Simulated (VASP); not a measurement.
# LaPd2 (I4/mmm) in VASP: settings compared

The runs below take LaPd2 through single point, relaxation of cell and atoms, with revPBE, RPBE, r2SCAN, LDA.

All numbers are computed with VASP 6.6.1; they aren't measurements. Logs are shortened: lines on timing, memory, paths and dates and some standing lists are left out, and cuts for length are marked.

### Step 1. The cell of the first run

It takes space group I4/mmm (No. 139, tetragonal). The conventional cell has a = 4.033 Å, b = 4.033 Å, c = 8.986 Å, α = 90.00°, β = 90.00°, γ = 90.00°. Within 4.0 Å of La (site symmetry 4/mmm) lie 8 Pd at 3.02 Å. Pd (site symmetry -4m2) has 4 Pd at 2.85 Å and 4 La at 3.02 Å within 3.8 Å.

### Step 2. Single point, revPBE

Input file INCAR:

```
  ALGO = Normal
  EDIFF = 1E-6
  ENCUT = 520
  GGA = RE
  ISIF = 2
  ISMEAR = -1
  LASPH = T
  LCHARG = T
  LELF = T
  LREAL = F
  LVHAR = T
  LWAVE = F
  NBANDS = 22
  NELM = 100
  PREC = Accurate
  SIGMA = 0.05
```

Input file KPOINTS:

```
k-points
0
Gamma
  9 9 9
```

Input file POSCAR:

```
LaPd2
1.0
   -2.0163938717      2.0163938717      4.4929142667
    2.0163938717     -2.0163938717      4.4929142667
    2.0163938717      2.0163938717     -4.4929142667
La Pd
1 2
Direct
    0.0000000000      0.0000000000      0.0000000000
    0.2500000000      0.7500000000      0.5000000000
    0.7500000000      0.2500000000      0.5000000000
```

Potentials or basis: VASP PAW PBE potentials, release 64 (La, Pd).

Run with:

```bash
> cat potpaw_PBE.64/La/POTCAR potpaw_PBE.64/Pd/POTCAR > POTCAR
> mpirun -np 1 vasp_std > vasp.out
```

OUTCAR:

```text
EDIFF = 1E-6
   ENCUT = 520
   GGA = RE
   ISIF = 2
   ISMEAR = -1
   LASPH = T
   LREAL = F
   NELM = 100
   PREC = Accurate

 ion  position               nearest neighbor table
   1  0.000  0.000  0.000-   3 3.02   2 3.02   2 3.02   3 3.02   2 3.02   3 3.02   3 3.02   2 3.02

   2  0.250  0.750  0.500-   3 2.85   3 2.85   3 2.85   3 2.85   1 3.02   1 3.02   1 3.02   1 3.02

   3  0.750  0.250  0.500-   2 2.85   2 2.85   2 2.85   2 2.85   1 3.02   1 3.02   1 3.02   1 3.02

  LATTYP: Found a body centered tetragonal cell.
 ALAT       =     4.0327877434
 C/A-ratio  =     2.2281927801

  Lattice vectors:

 A1 = (  -2.0163938717,   2.0163938717,   4.4929142667)
 A2 = (   2.0163938717,  -2.0163938717,   4.4929142667)
 A3 = (   2.0163938717,   2.0163938717,  -4.4929142667)

Analysis of symmetry for initial positions (statically):
=====================================================================
 Subroutine PRICEL returns:
 Original cell was already a primitive cell.

 Routine SETGRP: Setting up the symmetry group for a
 body centered tetragonal supercell.

 Subroutine GETGRP returns: Found 16 space group operations
 (whereof 16 operations were pure point group operations)
 out of a pool of 16 trial point group operations.

The static configuration has the point symmetry D_4h.

Analysis of symmetry for dynamics (positions and initial velocities):
=====================================================================
 Subroutine PRICEL returns:
 Original cell was already a primitive cell.

 Routine SETGRP: Setting up the symmetry group for a
 body centered tetragonal supercell.

 Subroutine GETGRP returns: Found 16 space group operations
 (whereof 16 operations were pure point group operations)
 out of a pool of 16 trial point group operations.

The dynamic configuration has the point symmetry D_4h.

 Subroutine INISYM returns: Found 16 space group operations
 (whereof 16 operations are pure point group operations),
 and found     1 'primitive' translations

----------------------------------------------------------------------------------------

                                     Primitive cell

  volume of cell :      73.0700

  direct lattice vectors                    reciprocal lattice vectors
    -2.016393872  2.016393872  4.492914267     0.000000000  0.247967427  0.111286343
     2.016393872 -2.016393872  4.492914267     0.247967427  0.000000000  0.111286343
     2.016393872  2.016393872 -4.492914267     0.247967427  0.247967427  0.000000000

  length of vectors
     5.321462872  5.321462872  5.321462872     0.271794950  0.271794950  0.350678898

  position of ions in fractional coordinates (direct lattice)
     0.000000000  0.000000000  0.000000000
     0.250000000  0.750000000  0.500000000
     0.750000000  0.250000000  0.500000000

  ion indices of the primitive-cell ions
   primitive index   ion index
                 1           1
                 2           2
                 3           3

----------------------------------------------------------------------------------------

 KPOINTS: k-points

Automatic generation of k-mesh.
 Grid dimensions read from file:
 generate k-points for:    9    9    9

 Generating k-lattice:

  Cartesian coordinates                     Fractional coordinates (reciprocal lattice)
     0.000000000  0.027551936  0.012365149     0.111111111  0.000000000  0.000000000
     0.027551936  0.000000000  0.012365149     0.000000000  0.111111111  0.000000000
     0.027551936  0.027551936  0.000000000     0.000000000  0.000000000  0.111111111

  Length of vectors
     0.030199439  0.030199439  0.038964322

  Shift w.r.t. Gamma in fractional coordinates (k-lattice)
     0.000000000  0.000000000  0.000000000

 Subroutine IBZKPT returns following result:
 ===========================================

 Found     75 irreducible k-points:

 Following reciprocal coordinates:
            Coordinates               Weight
  0.000000  0.000000  0.000000      1.000000
  0.111111  0.000000  0.000000      8.000000
  0.222222  0.000000  0.000000      8.000000
  0.333333 -0.000000  0.000000      8.000000
  0.444444  0.000000  0.000000      8.000000
  0.111111  0.111111  0.000000      8.000000
[... 16 lines left out ...]
 -0.333333  0.333333  0.000000      4.000000
  0.444444  0.444444 -0.000000      8.000000
 [... further k-points ...]
   k-points           NKPTS =     75   k-points in BZ     NKDIM =     75   number of bands    NBANDS=     22
   number of dos      NEDOS =    301   number of ions     NIONS =      3
   total plane-waves  NPLWV =  64000
   dimension x,y,z NGX =    40 NGY =   40 NGZ =   40
   dimension x,y,z NGXF=    80 NGYF=   80 NGZF=   80
   ions per type =               1   2
   NGX,Y,Z   is equivalent  to a cutoff of  12.50, 12.50, 12.50 a.u.
   NGXF,Y,Z  is equivalent  to a cutoff of  24.99, 24.99, 24.99 a.u.
 SYSTEM =  unknown system
   PREC   = accura    normal or accurate (medium, high low for compatibility)
   ISTART =      0    job   : 0-new  1-cont  2-samecut
   ICHARG =      2    charge: 1-file 2-atom 10-const
   ISPIN  =      1    spin polarized calculation?
   LNONCOLLINEAR =      F non collinear calculations
   LSORBIT =      F    spin-orbit coupling
   LASPH  =      T    aspherical Exc in radial PAW
   ENCUT  =  520.0 eV  38.22 Ry    6.18 a.u.   9.89  9.89  9.89*2*pi/ulx,y,z
   NELM   =    100;   NELMIN=  2; NELMDL= -5     # of ELM steps
   EDIFF  = 0.1E-05   stopping-criterion for ELM
   LREAL  =      F    real-space projection
   EDIFFG = 0.1E-04   stopping-criterion for IOM
   NSW    =      0    number of steps for IOM
   IBRION =     -1    ionic relax: 0-MD 1-quasi-New 2-CG
   NFREE  =      0    steps in history (QN), initial steepest desc. (CG)
   ISIF   =      2    stress and relaxation
   ISYM   =      2    0-nonsym 1-usesym 2-fastsym
   POTIM  = 0.5000    time-step for ionic-motion
   TEBEG  =    0.0;   TEEND  =   0.0 temperature during run
   PSTRESS=    0.0 pullay stress
   NELECT =      31.0000    total number of electrons
   NUPDOWN=      -1.0000    fix difference up-down
   EMIN   =  10.00;   EMAX   =-10.00  energy-range for DOS
   EFERMI =   0.00;   METHOD = LEGACY
   ISMEAR =    -1;   SIGMA  =   0.05  broadening in eV -4-tet -1-fermi 0-gaus
   EFERMI_NEDOS =   21; number of points for ismear=-14 and -15
   IALGO  =     38    algorithm
   IMIX   =      4    mixing-type and parameters
     AMIX     =   0.40;   BMIX     =  1.00
     AMIX_MAG =   1.60;   BMIX_MAG =  1.00
  volume/ion in A,a.u.               =      24.36       164.37
  Fermi-wavevector in a.u.,A,eV,Ry     =   1.230125  2.324598 20.588425  1.513207
  Thomas-Fermi vector in A             =   2.364985
   LORBIT       =      0    0 simple, 1 ext, 2 COOP (PROOUT), +10 PAW based schemes
   GGA     = RE    functional components
   LHFCALC =     F    Hartree Fock is set to
   AEXX    =    0.0000 exact exchange contribution
   IVDW    =     0    specifies the selected vdW correction
   LEPSILON=     F    determine dielectric tensor
   LRPA    =     F    only Hartree local field effects (RPA)
 non-spin polarized calculation
  energy-cutoff  :      520.00
  volume of cell :       73.07
 maximum number of plane-waves:      1993
   NGX = 19   NGY = 19   NGZ = 19

 number of electron      31.0000003 magnetization

 Free energy of the ion-electron system (eV)
  ---------------------------------------------------
  ext. energy  EPLUGINS =         0.00000000
  ---------------------------------------------------
  free energy    TOTEN  =       -15.89491419 eV

  energy without entropy =      -15.88084534  energy(sigma->0) =      -15.88787977

 E-fermi :   7.7599     XC(G=0): -10.4826

 val. band max:        7.7432417349   @ k =  -0.3333  -0.3333   0.2222
 cond. band min:       7.7653002157   @ k =  -0.1111   0.1111   0.0000
 fundamental gap:      0.0220584808
 Fermi energy:         7.7598919806

 k-point     1 :       0.0000    0.0000    0.0000
  band No.  band energies     occupation
      1     -24.9430      2.00000
      2      -8.7224      2.00000
      3      -8.6575      2.00000
      4      -8.6575      2.00000
      5       2.7063      2.00000
      6       3.7806      2.00000
[... 14 lines left out ...]
     21       9.8415      0.00000
     22       9.8416      0.00000

 k-point     2 :       0.1111    0.0000    0.0000
  band No.  band energies     occupation
      1     -24.9392      2.00000
      2      -8.7245      2.00000
      3      -8.7062      2.00000
      4      -8.6521      2.00000
      5       2.8795      2.00000
      6       3.8491      2.00000
[... 14 lines left out ...]
     21       9.8620      0.00000
     22       9.8887      0.00000

 k-point     3 :       0.2222    0.0000    0.0000
  band No.  band energies     occupation
      1     -24.9297      2.00000
      2      -8.8298      2.00000
      3      -8.7258      2.00000
      4      -8.6385      2.00000
      5       3.3443      2.00000
      6       4.0530      2.00000
[... 14 lines left out ...]
     21       9.9185      0.00000
     22       9.9342      0.00000

 k-point     4 :       0.3333   -0.0000    0.0000
  band No.  band energies     occupation
      1     -24.9189      2.00000
      2      -8.9632      2.00000
      3      -8.7286      2.00000
      4      -8.6230      2.00000
      5       3.9428      2.00000
      6       4.3743      2.00000
[... 14 lines left out ...]
     21       9.9499      0.00000
     22       9.9849      0.00000

 k-point     5 :       0.4444    0.0000    0.0000
  band No.  band energies     occupation
      1     -24.9118      2.00000
      2      -9.0474      2.00000
      3      -8.7301      2.00000
      4      -8.6128      2.00000
      5       4.3269      2.00000
      6       4.5321      2.00000
[... 417 lines left out ...]
 k-point    22 :      -0.4444    0.3333    0.0000
  band No.  band energies     occupation
      1     -24.8914      2.00000
      2      -9.0158      2.00000
      3      -8.9060      2.00000
      4      -8.6959      2.00000
      5       3.9730      2.00000
      6       4.1299      2.00000
[... 14 lines left out ...]
     21       9.9176      0.00000
     22      10.0905      0.00000

 k-point    23 :      -0.3333    0.3333    0.0000
  band No.  band energies     occupation
      1     -24.8982      2.00000
      2      -8.9545      2.00000
      3      -8.8973      2.00000
      4      -8.6964      2.00000
      5       3.8894      2.00000
      6       4.1269      2.00000
[... 14 lines left out ...]
     21       9.9373      0.00000
     22      10.1026      0.00000

 k-point    24 :       0.4444    0.4444   -0.0000
  band No.  band energies     occupation
      1     -24.8849      2.00000
      2      -9.0245      2.00000
      3      -8.9670      2.00000
      4      -8.6924      2.00000
      5       3.8494      2.00000
      6       3.8933      2.00000
[... 14 lines left out ...]
     21       9.9161      0.00000
     22      10.0273      0.00000

 [... further k-points ...]

------------------------ aborting loop because EDIFF is reached ----------------------------------------

  FORCE on cell =-STRESS in cart. coord.  units (eV):
  Direction    XX          YY          ZZ          XY          YZ          ZX
  --------------------------------------------------------------------------------------
  -------------------------------------------------------------------------------------
  Total       -0.0259422     -0.0259422     -0.0162316      0.0000000      0.0000000      0.0000000
  in kB       -0.5688243     -0.5688243     -0.3559043      0.0000000      0.0000000      0.0000000
  external PRESSURE =      -0.4978509 kB  Pullay stress =       0.0000000 kB

 VOLUME and BASIS-vectors are now :
 -----------------------------------------------------------------------------
  energy-cutoff  :      520.00
  volume of cell :       73.07
      direct lattice vectors                 reciprocal lattice vectors
    -2.016393872  2.016393872  4.492914267     0.000000000  0.247967427  0.111286343
     2.016393872 -2.016393872  4.492914267     0.247967427  0.000000000  0.111286343
     2.016393872  2.016393872 -4.492914267     0.247967427  0.247967427  0.000000000

 POSITION                                       TOTAL-FORCE (eV/Angst)
 -----------------------------------------------------------------------------------
      0.00000      0.00000      0.00000         0.000000     -0.000000     -0.000000
      2.01639      0.00000      2.24646        -0.000000     -0.000000     -0.000000
      0.00000      2.01639      2.24646         0.000000      0.000000      0.000000
 -----------------------------------------------------------------------------------
    total drift:                                0.000000     -0.000000     -0.000000

  FREE ENERGIE OF THE ION-ELECTRON SYSTEM (eV)
  ---------------------------------------------------
  free  energy   TOTEN  =       -15.8949141937 eV

  energy  without entropy=      -15.8808453442  energy(sigma->0) =      -15.88787977
```

Wall time 2.8 min (1 thread of Intel Xeon Platinum 8259CL at 2.50GHz (Skylake/Cascade Lake), shared host); peak memory 0.33 GiB.

Results:

* Free energy: -15.8949 eV
* Pressure: 0.0 GPa

Caveat: the PAW data sets were made with another functional, which shifts forces and pressure a little; spin-orbit coupling is left out, which moves the levels of the heavy elements.

### Step 3. Single point, RPBE

This run uses another cell than the first one, of 24.59 Å³/atom, 1.010 times its volume.

Input file INCAR:

```
SYSTEM = LaPd2
PREC     = Accurate       ! precision mode
ENCUT    = 520            ! plane-wave cutoff, eV
EDIFF    = 1E-6           ! SCF threshold, eV
ISMEAR   = -1             ! smearing method
SIGMA    = 0.05           ! smearing width, eV
LREAL    = .FALSE.        ! projectors in reciprocal space
LASPH    = .TRUE.         ! aspherical terms in the spheres
NELM     = 80             ! most SCF steps
ALGO     = Normal         ! electronic algorithm
ISIF     = 2              ! what is computed and relaxed
LWAVE    = .FALSE.        ! write WAVECAR
LCHARG   = .FALSE.        ! write CHGCAR
GGA      = RP             ! functional
NBANDS   = 22             ! bands
```

Input file KPOINTS:

```
regular mesh
0
G
  9 9 9
  0 0 0
```

Input file POSCAR:

```
LaPd2
1.0
   -2.0237999178      2.0237999178      4.5025809433
    2.0237999178     -2.0237999178      4.5025809433
    2.0237999178      2.0237999178     -4.5025809433
La Pd
1 2
Direct
    0.0000000000      0.0000000000      0.0000000000
    0.2500000000      0.7500000000      0.5000000000
    0.7500000000      0.2500000000      0.5000000000
```

Potentials or basis: VASP PAW PBE potentials, release 64 (La, Pd).

Run with:

```bash
> cat potpaw_PBE.64/La/POTCAR potpaw_PBE.64/Pd/POTCAR > POTCAR
> mpirun -np 1 vasp_std > vasp.out
```

Run time: 3 min. Hardware: 1 thread of Intel Xeon Platinum 8259CL at 2.50GHz (Skylake/Cascade Lake), shared host; peak memory 0.34 GiB.

It converged, with:

```yaml
Free_energy: -15.6131 eV
Pressure: -0.1 GPa
```

Levels at points of the mesh, in eV from the Fermi level:
```csv
k point,band 12,band 13,band 14,band 15,band 16,band 17,band 18,band 19
"(0.00, 0.00, 0.00)",-2.06,-2.06,-1.07,-0.22,-0.20,1.63,1.67,1.67
```

Caveat: the PAW data sets were made with another functional, which shifts forces and pressure a little; spin-orbit coupling is left out, which moves the levels of the heavy elements.

(Part 1 of 2 ends here.)
